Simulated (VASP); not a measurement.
# BaS (Fm-3m) in VASP: dielectric tensor with r2SCAN

Aim: the dielectric tensor of BaS with r2SCAN.

Everything below comes from runs of VASP 6.6.1. Logs are shortened: lines on timing, memory, paths and dates and some standing lists are left out, and cuts for length are marked.

**1. The cell of the first run**

Symmetry: Fm-3m, No. 225, cubic system. The conventional cell has a = 6.424 Å, b = 6.424 Å, c = 6.424 Å, α = 90.00°, β = 90.00°, γ = 90.00°. Ba (site symmetry m-3m) has 6 S at 3.21 Å within 4.2 Å. S (site symmetry m-3m) has 6 Ba at 3.21 Å within 4.2 Å.

**2. Dielectric tensor, r2SCAN**

Contents of INCAR:

```
SYSTEM = BaS
ALGO = Normal ; EDIFF = 1E-8
ENCUT = 520 ; ISIF = 2
ISMEAR = 0 ; LASPH = .TRUE.
LCALCEPS = .TRUE. ; LCHARG = .FALSE.
LMIXTAU = .TRUE. ; LREAL = .FALSE.
LWAVE = .FALSE. ; METAGGA = R2SCAN
NELM = 60 ; PREC = Accurate
SIGMA = 0.01
```

Contents of KPOINTS:

```
k-points
0
G
  6 6 6
  0 0 0
```

Contents of POSCAR:

```
BaS
1.0
    0.0000000000      3.2117958750      3.2117958750
    3.2117958750      0.0000000000      3.2117958750
    3.2117958750      3.2117958750      0.0000000000
Ba S
1 1
Direct
    0.0000000000      0.0000000000      0.0000000000
    0.5000000000      0.5000000000      0.5000000000
```

Potentials or basis: VASP PAW PBE potentials, release 64 (Ba_sv, S).

The run is started by

```bash
$ cat potpaw_PBE.64/Ba_sv/POTCAR potpaw_PBE.64/S/POTCAR > POTCAR
$ mpirun -np 1 vasp_std > vasp.out
```

OUTCAR:

```text
SYSTEM = BaS
   EDIFF = 1E-8
   ENCUT = 520
   ISIF = 2
   ISMEAR = 0
   LASPH = .TRUE.
   LREAL = .FALSE.
   METAGGA = R2SCAN
   NELM = 60
   PREC = Accurate

 ion  position               nearest neighbor table
   1  0.000  0.000  0.000-   2 3.21   2 3.21   2 3.21   2 3.21   2 3.21   2 3.21
   2  0.500  0.500  0.500-   1 3.21   1 3.21   1 3.21   1 3.21   1 3.21   1 3.21

  LATTYP: Found a face centered cubic cell.
 ALAT       =     6.4235917500

  Lattice vectors:

 A1 = (   0.0000000000,   3.2117958750,   3.2117958750)
 A2 = (   3.2117958750,   0.0000000000,   3.2117958750)
 A3 = (   3.2117958750,   3.2117958750,   0.0000000000)

Analysis of symmetry for initial positions (statically):
=====================================================================
 Subroutine PRICEL returns:
 Original cell was already a primitive cell.

 Routine SETGRP: Setting up the symmetry group for a
 face centered cubic supercell.

 Subroutine GETGRP returns: Found 48 space group operations
 (whereof 48 operations were pure point group operations)
 out of a pool of 48 trial point group operations.

The static configuration has the point symmetry O_h .

Analysis of symmetry for dynamics (positions and initial velocities):
=====================================================================
 Subroutine PRICEL returns:
 Original cell was already a primitive cell.

 Routine SETGRP: Setting up the symmetry group for a
 face centered cubic supercell.

 Subroutine GETGRP returns: Found 48 space group operations
 (whereof 48 operations were pure point group operations)
 out of a pool of 48 trial point group operations.

The dynamic configuration has the point symmetry O_h .

 Subroutine INISYM returns: Found 48 space group operations
 (whereof 48 operations are pure point group operations),
 and found     1 'primitive' translations

----------------------------------------------------------------------------------------

                                     Primitive cell

  volume of cell :      66.2634

  direct lattice vectors                    reciprocal lattice vectors
     0.000000000  3.211795875  3.211795875    -0.155676145  0.155676145  0.155676145
     3.211795875  0.000000000  3.211795875     0.155676145 -0.155676145  0.155676145
     3.211795875  3.211795875  0.000000000     0.155676145  0.155676145 -0.155676145

  length of vectors
     4.542165286  4.542165286  4.542165286     0.269638992  0.269638992  0.269638992

  position of ions in fractional coordinates (direct lattice)
     0.000000000  0.000000000  0.000000000
     0.500000000  0.500000000  0.500000000

  ion indices of the primitive-cell ions
   primitive index   ion index
                 1           1
                 2           2

----------------------------------------------------------------------------------------

 KPOINTS: k-points

Automatic generation of k-mesh.
 Grid dimensions read from file:
 generate k-points for:    6    6    6

 Generating k-lattice:

  Cartesian coordinates                     Fractional coordinates (reciprocal lattice)
    -0.025946024  0.025946024  0.025946024     0.166666667  0.000000000  0.000000000
     0.025946024 -0.025946024  0.025946024     0.000000000  0.166666667  0.000000000
     0.025946024  0.025946024 -0.025946024     0.000000000  0.000000000  0.166666667

  Length of vectors
     0.044939832  0.044939832  0.044939832

  Shift w.r.t. Gamma in fractional coordinates (k-lattice)
     0.000000000  0.000000000  0.000000000

 Subroutine IBZKPT returns following result:
 ===========================================

 Found     16 irreducible k-points:

 Following reciprocal coordinates:
            Coordinates               Weight
  0.000000  0.000000  0.000000      1.000000
  0.166667  0.000000  0.000000      8.000000
  0.333333  0.000000  0.000000      8.000000
[... 25 lines left out ...]
   ISPIN  =      1    spin polarized calculation?
   LNONCOLLINEAR =      F non collinear calculations
   LSORBIT =      F    spin-orbit coupling
   LASPH  =      T    aspherical Exc in radial PAW
   ENCUT  =  520.0 eV  38.22 Ry    6.18 a.u.   8.45  8.45  8.45*2*pi/ulx,y,z
   NELM   =     60;   NELMIN=  2; NELMDL= -5     # of ELM steps
   EDIFF  = 0.1E-07   stopping-criterion for ELM
   LREAL  =      F    real-space projection
   EDIFFG = 0.1E-06   stopping-criterion for IOM
   NSW    =      0    number of steps for IOM
   IBRION =     -1    ionic relax: 0-MD 1-quasi-New 2-CG
   NFREE  =      0    steps in history (QN), initial steepest desc. (CG)
   ISIF   =      2    stress and relaxation
   ISYM   =      2    0-nonsym 1-usesym 2-fastsym
   POTIM  = 0.5000    time-step for ionic-motion
   TEBEG  =    0.0;   TEEND  =   0.0 temperature during run
   PSTRESS=    0.0 pullay stress
   NELECT =      16.0000    total number of electrons
   NUPDOWN=      -1.0000    fix difference up-down
   EMIN   =  10.00;   EMAX   =-10.00  energy-range for DOS
   EFERMI =   0.00;   METHOD = LEGACY
   ISMEAR =     0;   SIGMA  =   0.01  broadening in eV -4-tet -1-fermi 0-gaus
   EFERMI_NEDOS =   21; number of points for ismear=-14 and -15
   IALGO  =     38    algorithm
   IMIX   =      4    mixing-type and parameters
     AMIX     =   0.40;   BMIX     =  1.00
     AMIX_MAG =   1.60;   BMIX_MAG =  1.00
  volume/ion in A,a.u.               =      33.13       223.58
  Fermi-wavevector in a.u.,A,eV,Ry     =   1.019429  1.926441 14.139651  1.039235
  Thomas-Fermi vector in A             =   2.152942
   LORBIT       =      0    0 simple, 1 ext, 2 COOP (PROOUT), +10 PAW based schemes
   METAGGA = R2SCAN    functional components
   LHFCALC =     F    Hartree Fock is set to
   AEXX    =    0.0000 exact exchange contribution
   IVDW    =     0    specifies the selected vdW correction
   LEPSILON=     F    determine dielectric tensor
   LRPA    =     F    only Hartree local field effects (RPA)
   LRPA       =     F
 non-spin polarized calculation
 Gauss-broadening in eV      SIGMA  =   0.01
  energy-cutoff  :      520.00
  volume of cell :       66.26
 maximum number of plane-waves:      1807
 NGX is ok and might be reduce to    36
   NGX = 17   NGY = 17   NGZ = 17

 Total electronic dipole moment: p[elc]=(     0.00000     0.00000    -0.00000 ) |e| Angst

 number of electron      16.0000002 magnetization

 Free energy of the ion-electron system (eV)
  ---------------------------------------------------
  ext. energy  EPLUGINS =         0.00000000
  ---------------------------------------------------
  free energy    TOTEN  =       -39.20534454 eV

  energy without entropy =      -39.20534454  energy(sigma->0) =      -39.20534454

 E-fermi :   1.2199     XC(G=0):  -9.0051

 val. band max:        1.1326130654   @ k =   0.0000   0.0000   0.0000
 cond. band min:   10000.0000000000   @ k =   0.0000   0.0000   0.0000
 fundamental gap:   9998.8673869346
 Fermi energy:         1.2199298984

 k-point     1 :       0.0000    0.0000    0.0000
  band No.  band energies     occupation
      1     -25.7341      2.00000
      2     -10.3692      2.00000
      3     -10.3692      2.00000
      4     -10.3692      2.00000
      5      -9.6390      2.00000
      6       1.1325      2.00000
      7       1.1325      2.00000
      8       1.1326      2.00000
      9   10000.0000      0.00000
     10   10000.0000      0.00000
     11   10000.0000      0.00000
     12   10000.0000      0.00000
[... 331 lines left out ...]
 k-point    24 :       0.0000    0.3333    0.1667
  band No.  band energies     occupation
      1     -25.7021      2.00000
      2     -11.1398      2.00000
      3     -10.4462      2.00000
      4     -10.4401      2.00000
      5      -8.8418      2.00000
      6      -0.2064      2.00000
      7       0.5908      2.00000
      8       0.7093      2.00000
      9   10000.0000      0.00000
     10   10000.0000      0.00000
     11   10000.0000      0.00000
     12   10000.0000      0.00000

 [... further k-points ...]

------------------------ aborting loop because EDIFF is reached ----------------------------------------

            Ionic dipole moment: p[ion]=(   -19.27078   -19.27078   -19.27078 ) |e| Angst

 Total electronic dipole moment: p[elc]=(     0.00000     0.00000     0.01259 ) |e| Angst

 MACROSCOPIC STATIC DIELECTRIC TENSOR (including local field effects)
 ------------------------------------------------------
           4.438252     0.000000     0.000000
          -0.000000     4.438252     0.000000
          -0.000000    -0.000000     4.438252
 ------------------------------------------------------

 PIEZOELECTRIC TENSOR (including local field effects) (e Angst)
          XX          YY          ZZ          XY          YZ          ZX
  --------------------------------------------------------------------------------
  x     0.00000     0.00000     0.00000     0.00000     0.00000     0.00000
  y     0.00000     0.00000     0.00000     0.00000     0.00000     0.00000
  z     0.00000     0.00000     0.00000     0.00000     0.00000     0.00000

 PIEZOELECTRIC TENSOR (including local field effects) (C/m^2)
          XX          YY          ZZ          XY          YZ          ZX
  --------------------------------------------------------------------------------
  x     0.00000     0.00000     0.00000     0.00000     0.00000     0.00000
  y     0.00000     0.00000     0.00000     0.00000     0.00000     0.00000
  z     0.00000     0.00000     0.00000     0.00000     0.00000     0.00000

 BORN EFFECTIVE CHARGES (including local field effects) (in |e|, cummulative output)
 ---------------------------------------------------------------------------------
 ion    1
    1     2.54557     0.00000     0.00000
    2    -0.00000     2.54557    -0.00000
    3     0.00000    -0.00000     2.54557
 ion    2
    1    -2.54557    -0.00000    -0.00000
    2     0.00000    -2.54557     0.00000
    3    -0.00000     0.00000    -2.54557

  FORCE on cell =-STRESS in cart. coord.  units (eV):
  Direction    XX          YY          ZZ          XY          YZ          ZX
  --------------------------------------------------------------------------------------
  -------------------------------------------------------------------------------------
  Total        0.2434947      0.2434947      0.2434947      0.0000000     -0.0000000      0.0000000
  in kB        5.8874375      5.8874375      5.8874375      0.0000000     -0.0000000      0.0000000
  external PRESSURE =       5.8874375 kB  Pullay stress =       0.0000000 kB

 VOLUME and BASIS-vectors are now :
 -----------------------------------------------------------------------------
  energy-cutoff  :      520.00
  volume of cell :       66.26
      direct lattice vectors                 reciprocal lattice vectors
     0.000000000  3.211795875  3.211795875    -0.155676145  0.155676145  0.155676145
     3.211795875  0.000000000  3.211795875     0.155676145 -0.155676145  0.155676145
     3.211795875  3.211795875  0.000000000     0.155676145  0.155676145 -0.155676145

 POSITION                                       TOTAL-FORCE (eV/Angst)
 -----------------------------------------------------------------------------------
      0.00000      0.00000      0.00000         0.000000     -0.000000     -0.000000
      3.21180      3.21180      3.21180        -0.000000      0.000000      0.000000
 -----------------------------------------------------------------------------------
    total drift:                                0.000000      0.000000      0.000000

  FREE ENERGIE OF THE ION-ELECTRON SYSTEM (eV)
  ---------------------------------------------------
  free  energy   TOTEN  =       -39.2053445367 eV

  energy  without entropy=      -39.2053445367  energy(sigma->0) =      -39.20534454
```

Wall time 23 min (1 thread of Intel Xeon 6975P-C (Granite Rapids), shared host); peak memory 0.43 GiB.

Results:

| Item | Value |
| --- | --- |
| Band gap on the k mesh | 2.49 eV (least direct gap 2.63 eV) |
| Electronic dielectric tensor (diagonal) | 4.44 |
| Born charges (mean of the diagonal) | Ba +2.55; S -2.55 e |

Electronic dielectric tensor:
```
4.44 0.00 0.00
0.00 4.44 0.00
0.00 0.00 4.44
```

Born effective charge tensors (e):
atom 1, Ba
```
2.55 0.00 0.00
0.00 2.55 0.00
0.00 0.00 2.55
```
atom 2, S
```
-2.55  0.00  0.00
 0.00 -2.55  0.00
 0.00  0.00 -2.55
```

Dipole moments of the cell (e·Å, modulo the quantum): ionic -19.271, -19.271, -19.271; electronic 0.000, 0.000, 0.013

Caveat: the PAW data sets were made with another functional, which shifts forces and pressure a little; spin-orbit coupling is left out, which moves the levels of the heavy elements. A k mesh can miss the band edges.

The gap in the log of VASP goes by the Fermi energy; the results here count the filled bands.